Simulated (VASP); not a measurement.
# HF in VASP: single point with PBE+D3(BJ)

Aim: the single point of HF with PBE+D3(BJ).

All numbers are computed with VASP 6.6.1; they aren't measurements. Logs are shortened: lines on timing, memory, paths and dates and some standing lists are left out, and cuts for length are marked.

**1. The cell of the first run**

The cell holds a disordered packing, 16 atoms: a = 6.479 Å, b = 6.479 Å, c = 6.479 Å, α = 90.00°, β = 90.00°, γ = 90.00°.

**2. Single point, PBE+D3(BJ)**

The input, INCAR:

```
ALGO = Normal ; EDIFF = 1E-6
ENCUT = 1010 ; GGA = PE
GGA_COMPAT = F ; ISIF = 2
ISMEAR = -1 ; IVDW = 12
LASPH = T ; LCHARG = F
LREAL = Auto ; LWAVE = F
NBANDS = 46 ; NELM = 120
PREC = Accurate ; SIGMA = 0.05
```

The input, KPOINTS:

```
k-points
0
Gamma
  1 1 1
```

The input, POSCAR:

```
HF
1.0
    6.4792240000      0.0000000000      0.0000000000
    0.0000000000      6.4792240000      0.0000000000
    0.0000000000      0.0000000000      6.4792240000
F H
8 8
Direct
    1.0476321964      0.0335878599      0.3362232535
    0.8788238863      0.0483392136      0.9824009764
   -0.0667378538      0.3488282069      0.7358456107
    0.9387252355      0.4795305467      0.3580001443
    0.3652616466      0.0572519496      0.5844838180
    0.5601463100      0.5393595965      0.9718677242
    0.1887661585      0.6208546584      1.1113664475
    0.5535790690      0.6058166018      0.4245322745
    0.9954048512      0.0429923141      0.1970251019
    0.9022210879      0.1532220579      0.8790872763
   -0.0452673443      0.3604497500      0.5900510543
    1.0493197511      0.5314360145      0.2681954349
    0.2696089245      0.0385577845      0.4744071137
    0.5872943164      0.5864302811      0.8369777364
    0.3324044042      0.5893247596      1.0917980821
    0.6855580603      0.5710558050      0.3724500512
```

Potentials or basis: VASP PAW PBE potentials, release 64 (F_h, H_h).

On the command line:

```
> cat potpaw_PBE.64/F_h/POTCAR potpaw_PBE.64/H_h/POTCAR > POTCAR
> mpirun -np 1 vasp_gam > vasp.out
```

OUTCAR:

```text
EDIFF = 1E-6
   ENCUT = 1010
   GGA = PE
   ISIF = 2
   ISMEAR = -1
   IVDW = 12
   LASPH = T
   LREAL = Auto
   NELM = 120
   PREC = Accurate
 IVDW          = 12

 ion  position               nearest neighbor table
   1  0.048  0.034  0.336-   9 0.97
   2  0.879  0.048  0.982-  10 0.97
   3  0.933  0.349  0.736-  11 0.96
   4  0.939  0.480  0.358-  12 0.98
   5  0.365  0.057  0.584-  13 0.95
   6  0.560  0.539  0.972-  14 0.94
[... 8 lines left out ...]
  15  0.332  0.589  0.092-   7 0.96
  16  0.686  0.571  0.372-   8 0.95

  LATTYP: Found a simple cubic cell.
 ALAT       =     6.4792240000

  Lattice vectors:

 A1 = (   6.4792240000,   0.0000000000,   0.0000000000)
 A2 = (   0.0000000000,   6.4792240000,   0.0000000000)
 A3 = (   0.0000000000,   0.0000000000,   6.4792240000)

Analysis of symmetry for initial positions (statically):
=====================================================================
 Subroutine PRICEL returns:
 Original cell was already a primitive cell.

 Routine SETGRP: Setting up the symmetry group for a
 simple cubic supercell.

 Subroutine GETGRP returns: Found  1 space group operations
 (whereof  1 operations were pure point group operations)
 out of a pool of 48 trial point group operations.

The static configuration has the point symmetry C_1 .

Analysis of symmetry for dynamics (positions and initial velocities):
=====================================================================
 Subroutine PRICEL returns:
 Original cell was already a primitive cell.

 Routine SETGRP: Setting up the symmetry group for a
 simple cubic supercell.

 Subroutine GETGRP returns: Found  1 space group operations
 (whereof  1 operations were pure point group operations)
 out of a pool of 48 trial point group operations.

The dynamic configuration has the point symmetry C_1 .

 Subroutine INISYM returns: Found  1 space group operations
 (whereof  1 operations are pure point group operations),
 and found     1 'primitive' translations

----------------------------------------------------------------------------------------

                                     Primitive cell

  volume of cell :     272.0001

  direct lattice vectors                    reciprocal lattice vectors
     6.479224000  0.000000000  0.000000000     0.154339470  0.000000000  0.000000000
     0.000000000  6.479224000  0.000000000     0.000000000  0.154339470  0.000000000
     0.000000000  0.000000000  6.479224000     0.000000000  0.000000000  0.154339470

  length of vectors
     6.479224000  6.479224000  6.479224000     0.154339470  0.154339470  0.154339470

  position of ions in fractional coordinates (direct lattice)
     0.047632196  0.033587860  0.336223254
     0.878823886  0.048339214  0.982400976
     0.933262146  0.348828207  0.735845611
     0.938725236  0.479530547  0.358000144
     0.365261647  0.057251950  0.584483818
     0.560146310  0.539359596  0.971867724
[... 8 lines left out ...]
     0.332404404  0.589324760  0.091798082
     0.685558060  0.571055805  0.372450051

  ion indices of the primitive-cell ions
   primitive index   ion index
                 1           1
                 2           2
                 3           3
                 4           4
                 5           5
                 6           6
[... 8 lines left out ...]
                15          15
                16          16

----------------------------------------------------------------------------------------

 KPOINTS: k-points

Automatic generation of k-mesh.
 Grid dimensions read from file:
 generate k-points for:    1    1    1

 Generating k-lattice:

  Cartesian coordinates                     Fractional coordinates (reciprocal lattice)
     0.154339470  0.000000000  0.000000000     1.000000000  0.000000000  0.000000000
     0.000000000  0.154339470  0.000000000     0.000000000  1.000000000  0.000000000
     0.000000000  0.000000000  0.154339470     0.000000000  0.000000000  1.000000000

  Length of vectors
     0.154339470  0.154339470  0.154339470

  Shift w.r.t. Gamma in fractional coordinates (k-lattice)
     0.000000000  0.000000000  0.000000000

 Subroutine IBZKPT returns following result:
 ===========================================

 Found      1 irreducible k-points:

 Following reciprocal coordinates:
            Coordinates               Weight
  0.000000  0.000000  0.000000      1.000000
   k-points           NKPTS =      1   k-points in BZ     NKDIM =      1   number of bands    NBANDS=     46
   number of dos      NEDOS =    301   number of ions     NIONS =     16
   total plane-waves  NPLWV = 343000
   dimension x,y,z NGX =    70 NGY =   70 NGZ =   70
   dimension x,y,z NGXF=   140 NGYF=  140 NGZF=  140
   ions per type =               8   8
   NGX,Y,Z   is equivalent  to a cutoff of  17.96, 17.96, 17.96 a.u.
   NGXF,Y,Z  is equivalent  to a cutoff of  35.92, 35.92, 35.92 a.u.
 SYSTEM =  unknown system
   PREC   = accura    normal or accurate (medium, high low for compatibility)
   ISTART =      0    job   : 0-new  1-cont  2-samecut
   ICHARG =      2    charge: 1-file 2-atom 10-const
   ISPIN  =      1    spin polarized calculation?
   LNONCOLLINEAR =      F non collinear calculations
   LSORBIT =      F    spin-orbit coupling
   LASPH  =      T    aspherical Exc in radial PAW
   ENCUT  = 1010.0 eV  74.23 Ry    8.62 a.u.  16.79 16.79 16.79*2*pi/ulx,y,z
   NELM   =    120;   NELMIN=  2; NELMDL= -5     # of ELM steps
   EDIFF  = 0.1E-05   stopping-criterion for ELM
   LREAL  =      T    real-space projection
   EDIFFG = 0.1E-04   stopping-criterion for IOM
   NSW    =      0    number of steps for IOM
   IBRION =     -1    ionic relax: 0-MD 1-quasi-New 2-CG
   NFREE  =      0    steps in history (QN), initial steepest desc. (CG)
   ISIF   =      2    stress and relaxation
   ISYM   =      2    0-nonsym 1-usesym 2-fastsym
   POTIM  = 0.5000    time-step for ionic-motion
   TEBEG  =    0.0;   TEEND  =   0.0 temperature during run
   PSTRESS=    0.0 pullay stress
   NELECT =      64.0000    total number of electrons
   NUPDOWN=      -1.0000    fix difference up-down
   EMIN   =  10.00;   EMAX   =-10.00  energy-range for DOS
   EFERMI =   0.00;   METHOD = LEGACY
   ISMEAR =    -1;   SIGMA  =   0.05  broadening in eV -4-tet -1-fermi 0-gaus
   EFERMI_NEDOS =   21; number of points for ismear=-14 and -15
   IALGO  =     38    algorithm
   IMIX   =      4    mixing-type and parameters
     AMIX     =   0.40;   BMIX     =  1.00
     AMIX_MAG =   1.60;   BMIX_MAG =  1.00
  volume/ion in A,a.u.               =      17.00       114.72
  Fermi-wavevector in a.u.,A,eV,Ry     =   1.010676  1.909900 13.897880  1.021465
  Thomas-Fermi vector in A             =   2.143679
   LORBIT       =      0    0 simple, 1 ext, 2 COOP (PROOUT), +10 PAW based schemes
   GGA     = PE    functional components
   LHFCALC =     F    Hartree Fock is set to
   AEXX    =    0.0000 exact exchange contribution
   IVDW    =    12    specifies the selected vdW correction
   LEPSILON=     F    determine dielectric tensor
   LRPA    =     F    only Hartree local field effects (RPA)
 non-spin polarized calculation
  energy-cutoff  :     1010.00
  volume of cell :      272.00
 maximum number of plane-waves:      9919
 NGX is ok and might be reduce to    70
   NGX = 33   NGY = 33   NGZ = 33

 number of electron      64.0000002 magnetization

 Free energy of the ion-electron system (eV)
  ---------------------------------------------------
  ext. energy  EPLUGINS =         0.00000000
  ---------------------------------------------------
  free energy    TOTEN  =       -66.08565876 eV

  energy without entropy =      -66.08565876  energy(sigma->0) =      -66.08565876

 E-fermi :  -4.9978     XC(G=0):  -5.5919

 val. band max:       -6.2123822013   @ k =   0.0000   0.0000   0.0000
 cond. band min:       0.1038439509   @ k =   0.0000   0.0000   0.0000
 fundamental gap:      6.3162261522
 Fermi energy:        -4.9977973132

 k-point     1 :       0.0000    0.0000    0.0000
  band No.  band energies     occupation
      1     -28.7589      2.00000
      2     -28.4801      2.00000
      3     -28.3214      2.00000
      4     -28.0348      2.00000
      5     -27.8121      2.00000
      6     -27.3674      2.00000
[... 36 lines left out ...]
     43       6.6826      0.00000
     44       6.7642      0.00000
 [bands above 44 left out]

------------------------ aborting loop because EDIFF is reached ----------------------------------------

 Edisp (eV)   -0.29025

 E8    (eV) :    -0.0572

  FORCE on cell =-STRESS in cart. coord.  units (eV):
  Direction    XX          YY          ZZ          XY          YZ          ZX
  --------------------------------------------------------------------------------------
  -------------------------------------------------------------------------------------
  Total      -1.09023    -0.35340    -1.66723    -0.12529     0.38310    -0.03399
  in kB      -6.42183    -2.08163    -9.82061    -0.73802     2.25661    -0.20022
  external pressure =       -6.11 kB  Pullay stress =        0.00 kB

 VOLUME and BASIS-vectors are now :
 -----------------------------------------------------------------------------
  energy-cutoff  :     1010.00
  volume of cell :      272.00
      direct lattice vectors                 reciprocal lattice vectors
     6.479224000  0.000000000  0.000000000     0.154339470  0.000000000  0.000000000
     0.000000000  6.479224000  0.000000000     0.000000000  0.154339470  0.000000000
     0.000000000  0.000000000  6.479224000     0.000000000  0.000000000  0.154339470

 POSITION                                       TOTAL-FORCE (eV/Angst)
 -----------------------------------------------------------------------------------
      0.30862      0.21762      2.17847        -0.052275     -0.020763     -0.087291
      5.69410      0.31320      6.36520         0.047378      0.047018     -0.071085
      6.04681      2.26014      4.76771         0.002833      0.004846     -0.061228
      6.08221      3.10699      2.31956         0.031188     -0.020257     -0.019685
      2.36661      0.37095      3.78700        -0.175149     -0.021306     -0.231756
      3.62931      3.49463      6.29695        -0.003407      0.040045     -0.084049
[... 8 lines left out ...]
      2.15372      3.81837      0.59478        -0.062837      0.006225     -0.080294
      4.44188      3.70000      2.41319        -0.019742      0.026578      0.068535
 -----------------------------------------------------------------------------------
    total drift:                               -0.004067      0.006498      0.002100

  FREE ENERGIE OF THE ION-ELECTRON SYSTEM (eV)
  ---------------------------------------------------
  free  energy   TOTEN  =       -66.3759059086 eV

  energy  without entropy=      -66.3759059085  energy(sigma->0) =      -66.37590591
```

It took 53 s on 1 thread of AMD EPYC 7R13 (Zen 3), shared host; peak memory 0.59 GiB.

Results:

```
Free energy                : -66.3759 eV
Pressure                   : -0.6 GPa
Largest force              : 0.323 eV/Å
Dispersion energy per atom : -0.018 eV
```

Forces in eV/Å, atoms in the order of the input:
```
F   -0.052 -0.021 -0.087
F    0.047  0.047 -0.071
F    0.003  0.005 -0.061
F    0.031 -0.020 -0.020
F   -0.175 -0.021 -0.232
F   -0.003  0.040 -0.084
F    0.121  0.014 -0.002
F    0.038  0.000  0.035
H    0.019  0.011  0.013
H    0.014 -0.067  0.074
H    0.009  0.014  0.068
H   -0.037 -0.023  0.050
H    0.181  0.039  0.264
H   -0.113 -0.050  0.063
H   -0.063  0.006 -0.080
H   -0.020  0.027  0.069
```

Stress tensor (GPa, compression positive):
```
-0.64 -0.07 -0.02
-0.07 -0.21  0.23
-0.02  0.23 -0.98
```

Caveat: the k points lie up to 0.97 Å⁻¹ apart, too coarse for converged energies, forces and pressures.
